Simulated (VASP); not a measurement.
# Bi (C2/m) in VASP: settings compared, part 2 of 2

VASP 6.6.1. The steps go on from the part before.

## 3. Single point, LDA

This run uses another cell than the first one, of 34.03 Å³/atom, 1.020 times its volume.

Contents of INCAR:

```
  PREC = Accurate
  ENCUT = 520
  EDIFF = 1E-7
  ISMEAR = -1
  SIGMA = 0.05
  LREAL = False
  LASPH = True
  NELM = 80
  ALGO = Fast
  ISIF = 2
  LWAVE = False
  LCHARG = True
  LELF = True
  LVHAR = True
  NBANDS = 22
```

Contents of KPOINTS:

```
Automatic mesh
0
Gamma
  6 6 9
```

Contents of POSCAR:

```
Bi
1.0
    3.4885980000     -3.1325780000      0.0000000000
    3.4885980000      3.1325780000      0.0000000000
   -1.2602350000      0.0000000000      3.1135500000
Bi
2
Direct
    0.7530610000      0.7530610000      0.8573820000
    0.2469390000      0.2469390000      0.1426180000
```

Potentials or basis: VASP PAW LDA potentials, release 64 (Bi_d).

Command:

```sh
$ cat potpaw_LDA.64/Bi_d/POTCAR > POTCAR
$ mpirun -np 1 vasp_std > vasp.out
```

OUTCAR:

```text
PREC = Accurate
   ENCUT = 520
   EDIFF = 1E-7
   ISMEAR = -1
   LREAL = False
   LASPH = True
   NELM = 80
   ISIF = 2

 ion  position               nearest neighbor table
   1  0.753  0.753  0.857-   2 3.21   2 3.28   2 3.28   2 3.45
   2  0.247  0.247  0.143-   1 3.21   1 3.28   1 3.28   1 3.45

  LATTYP: Found a base centered monoclinic cell.
 ALAT       =     6.9771960000
 B/A-ratio  =     0.8979475423
 C/A-ratio  =     0.4814149259
 COS(beta)  =    -0.3751898342

  Lattice vectors:

 A1 = (   3.4885980000,  -3.1325780000,   0.0000000000)
 A2 = (   3.4885980000,   3.1325780000,   0.0000000000)
 A3 = (  -1.2602350000,   0.0000000000,   3.1135500000)

Analysis of symmetry for initial positions (statically):
=====================================================================
 Subroutine PRICEL returns:
 Original cell was already a primitive cell.

 Routine SETGRP: Setting up the symmetry group for a
 base centered monoclinic supercell.

 Subroutine GETGRP returns: Found  4 space group operations
 (whereof  4 operations were pure point group operations)
 out of a pool of  4 trial point group operations.

The static configuration has the point symmetry C_2h.

Analysis of symmetry for dynamics (positions and initial velocities):
=====================================================================
 Subroutine PRICEL returns:
 Original cell was already a primitive cell.

 Routine SETGRP: Setting up the symmetry group for a
 base centered monoclinic supercell.

 Subroutine GETGRP returns: Found  4 space group operations
 (whereof  4 operations were pure point group operations)
 out of a pool of  4 trial point group operations.

The dynamic configuration has the point symmetry C_2h.

 Subroutine INISYM returns: Found  4 space group operations
 (whereof  4 operations are pure point group operations),
 and found     1 'primitive' translations

----------------------------------------------------------------------------------------

                                     Primitive cell

  volume of cell :      68.0517

  direct lattice vectors                    reciprocal lattice vectors
     3.488598000 -3.132578000  0.000000000     0.143324052 -0.159612945  0.058011590
     3.488598000  3.132578000  0.000000000     0.143324052  0.159612945  0.058011590
    -1.260235000  0.000000000  3.113550000     0.000000000  0.000000000  0.321176792

  length of vectors
     4.688641694  4.688641694  3.358926295     0.222223807  0.222223807  0.321176792

  position of ions in fractional coordinates (direct lattice)
     0.753061000  0.753061000  0.857382000
     0.246939000  0.246939000  0.142618000

  ion indices of the primitive-cell ions
   primitive index   ion index
                 1           1
                 2           2

----------------------------------------------------------------------------------------

 KPOINTS: Automatic mesh

Automatic generation of k-mesh.
 Grid dimensions read from file:
 generate k-points for:    6    6    9

 Generating k-lattice:

  Cartesian coordinates                     Fractional coordinates (reciprocal lattice)
     0.023887342 -0.026602157  0.009668598     0.166666667  0.000000000 -0.000000000
     0.023887342  0.026602157  0.009668598     0.000000000  0.166666667 -0.000000000
     0.000000000  0.000000000  0.035686310     0.000000000  0.000000000  0.111111111

  Length of vectors
     0.037037301  0.037037301  0.035686310

  Shift w.r.t. Gamma in fractional coordinates (k-lattice)
     0.000000000  0.000000000  0.000000000

 Subroutine IBZKPT returns following result:
 ===========================================

 Found     97 irreducible k-points:

 Following reciprocal coordinates:
            Coordinates               Weight
  0.000000  0.000000  0.000000      1.000000
  0.166667  0.000000  0.000000      4.000000
  0.333333  0.000000  0.000000      4.000000
  0.500000  0.000000  0.000000      2.000000
  0.166667  0.166667  0.000000      2.000000
  0.333333  0.166667  0.000000      4.000000
[... 16 lines left out ...]
 -0.333333  0.166667  0.111111      4.000000
 -0.166667  0.166667  0.111111      4.000000
 [... further k-points ...]
   k-points           NKPTS =     97   k-points in BZ     NKDIM =     97   number of bands    NBANDS=     22
   number of dos      NEDOS =    301   number of ions     NIONS =      2
   total plane-waves  NPLWV =  36288
   dimension x,y,z NGX =    36 NGY =   36 NGZ =   28
   dimension x,y,z NGXF=    72 NGYF=   72 NGZF=   56
   ions per type =               2
   NGX,Y,Z   is equivalent  to a cutoff of  12.76, 12.76, 13.86 a.u.
   NGXF,Y,Z  is equivalent  to a cutoff of  25.53, 25.53, 27.72 a.u.
 SYSTEM =  unknown system
   PREC   = accura    normal or accurate (medium, high low for compatibility)
   ISTART =      0    job   : 0-new  1-cont  2-samecut
   ICHARG =      2    charge: 1-file 2-atom 10-const
   ISPIN  =      1    spin polarized calculation?
   LNONCOLLINEAR =      F non collinear calculations
   LSORBIT =      F    spin-orbit coupling
   LASPH  =      T    aspherical Exc in radial PAW
   ENCUT  =  520.0 eV  38.22 Ry    6.18 a.u.   8.72  8.72  6.25*2*pi/ulx,y,z
   NELM   =     80;   NELMIN=  2; NELMDL= -5     # of ELM steps
   EDIFF  = 0.1E-06   stopping-criterion for ELM
   LREAL  =      F    real-space projection
   EDIFFG = 0.1E-05   stopping-criterion for IOM
   NSW    =      0    number of steps for IOM
   IBRION =     -1    ionic relax: 0-MD 1-quasi-New 2-CG
   NFREE  =      0    steps in history (QN), initial steepest desc. (CG)
   ISIF   =      2    stress and relaxation
   ISYM   =      2    0-nonsym 1-usesym 2-fastsym
   POTIM  = 0.5000    time-step for ionic-motion
   TEBEG  =    0.0;   TEEND  =   0.0 temperature during run
   PSTRESS=    0.0 pullay stress
   NELECT =      30.0000    total number of electrons
   NUPDOWN=      -1.0000    fix difference up-down
   EMIN   =  10.00;   EMAX   =-10.00  energy-range for DOS
   EFERMI =   0.00;   METHOD = LEGACY
   ISMEAR =    -1;   SIGMA  =   0.05  broadening in eV -4-tet -1-fermi 0-gaus
   EFERMI_NEDOS =   21; number of points for ismear=-14 and -15
   IALGO  =     68    algorithm
   IMIX   =      4    mixing-type and parameters
     AMIX     =   0.40;   BMIX     =  1.00
     AMIX_MAG =   1.60;   BMIX_MAG =  1.00
  volume/ion in A,a.u.               =      34.03       229.62
  Fermi-wavevector in a.u.,A,eV,Ry     =   1.245955  2.354514 21.121737  1.552404
  Thomas-Fermi vector in A             =   2.380154
   LORBIT       =      0    0 simple, 1 ext, 2 COOP (PROOUT), +10 PAW based schemes
   GGA     = CA    functional components
   LHFCALC =     F    Hartree Fock is set to
   AEXX    =    0.0000 exact exchange contribution
   IVDW    =     0    specifies the selected vdW correction
   LEPSILON=     F    determine dielectric tensor
   LRPA    =     F    only Hartree local field effects (RPA)
 non-spin polarized calculation
 RMM-DIIS sequential band-by-band and
  energy-cutoff  :      520.00
  volume of cell :       68.05
 maximum number of plane-waves:      1851
   NGX = 17   NGY = 17   NGZ = 13

 number of electron      30.0000001 magnetization

 Free energy of the ion-electron system (eV)
  ---------------------------------------------------
  ext. energy  EPLUGINS =         0.00000000
  ---------------------------------------------------
  free energy    TOTEN  =        -9.02204226 eV

  energy without entropy =       -9.01384640  energy(sigma->0) =       -9.01794433

 E-fermi :   6.5016     XC(G=0): -10.0325

 val. band max:        6.4602245824   @ k =  -0.1667  -0.3333   0.2222
 cond. band min:       6.5039734230   @ k =   0.3333   0.3333   0.3333
 fundamental gap:      0.0437488406
 Fermi energy:         6.5015911416

 k-point     1 :       0.0000    0.0000    0.0000
  band No.  band energies     occupation
      1     -16.3916      2.00000
      2     -16.3607      2.00000
      3     -16.3165      2.00000
      4     -16.2915      2.00000
      5     -16.2084      2.00000
      6     -16.1838      2.00000
[... 14 lines left out ...]
     21      14.8011      0.00000
     22      15.2892      0.00000

 k-point     2 :       0.1667    0.0000    0.0000
  band No.  band energies     occupation
      1     -16.3762      2.00000
      2     -16.3624      2.00000
      3     -16.3209      2.00000
      4     -16.2800      2.00000
      5     -16.2059      2.00000
      6     -16.1876      2.00000
[... 14 lines left out ...]
     21      14.9409      0.00000
     22      15.9007      0.00000
[... 523 lines left out ...]
     21      15.4886      0.00000
     22      16.3993      0.00000

 k-point    24 :      -0.1667    0.1667    0.1111
  band No.  band energies     occupation
      1     -16.3592      2.00000
      2     -16.3420      2.00000
      3     -16.3135      2.00000
      4     -16.2654      2.00000
      5     -16.2018      2.00000
      6     -16.1925      2.00000
[... 14 lines left out ...]
     21      15.6713      0.00000
     22      15.8106      0.00000

 [... further k-points ...]
[... 5 lines left out ...]
  --------------------------------------------------------------------------------------
  -------------------------------------------------------------------------------------
  Total       -1.5161526     -1.8697771     -1.3289328      0.0000000      0.0000000     -0.0714167
  in kB      -35.6956123    -44.0211868    -31.2877937      0.0000000      0.0000000     -1.6814023
  external PRESSURE =     -37.0015309 kB  Pullay stress =       0.0000000 kB

 VOLUME and BASIS-vectors are now :
 -----------------------------------------------------------------------------
  energy-cutoff  :      520.00
  volume of cell :       68.05
      direct lattice vectors                 reciprocal lattice vectors
     3.488598000 -3.132578000  0.000000000     0.143324052 -0.159612945  0.058011590
     3.488598000  3.132578000  0.000000000     0.143324052  0.159612945  0.058011590
    -1.260235000  0.000000000  3.113550000     0.000000000  0.000000000  0.321176792

 POSITION                                       TOTAL-FORCE (eV/Angst)
 -----------------------------------------------------------------------------------
      4.17375      0.00000      2.66950         0.068377      0.000000      0.048165
      1.54321      0.00000      0.44405        -0.068377      0.000000     -0.048165
 -----------------------------------------------------------------------------------
    total drift:                               -0.000000      0.000000      0.000000

  FREE ENERGIE OF THE ION-ELECTRON SYSTEM (eV)
  ---------------------------------------------------
  free  energy   TOTEN  =        -9.0220422564 eV

  energy  without entropy=       -9.0138464045  energy(sigma->0) =       -9.01794433
```

It took 66 s on 1 thread of Intel Xeon 6975P-C (Granite Rapids), shared host; peak memory 0.23 GiB.

Results:

| Item | Value |
| --- | --- |
| Free energy | -9.0220 eV |
| Pressure | -3.7 GPa |
| Largest force | 0.084 eV/Å |
| Band gap on the k mesh | zero (band 15 reaches 9.64 eV, above the bottom of band 16 at 4.82 eV) |

Forces on the atoms (eV/Å):
```
Bi   0.068  0.000  0.048
Bi  -0.068  0.000 -0.048
```

Stress tensor (GPa, compression positive):
```
-3.57  0.00 -0.17
 0.00 -4.40  0.00
-0.17  0.00 -3.13
```

Caveat: spin-orbit coupling is left out, which moves the levels of the heavy elements.
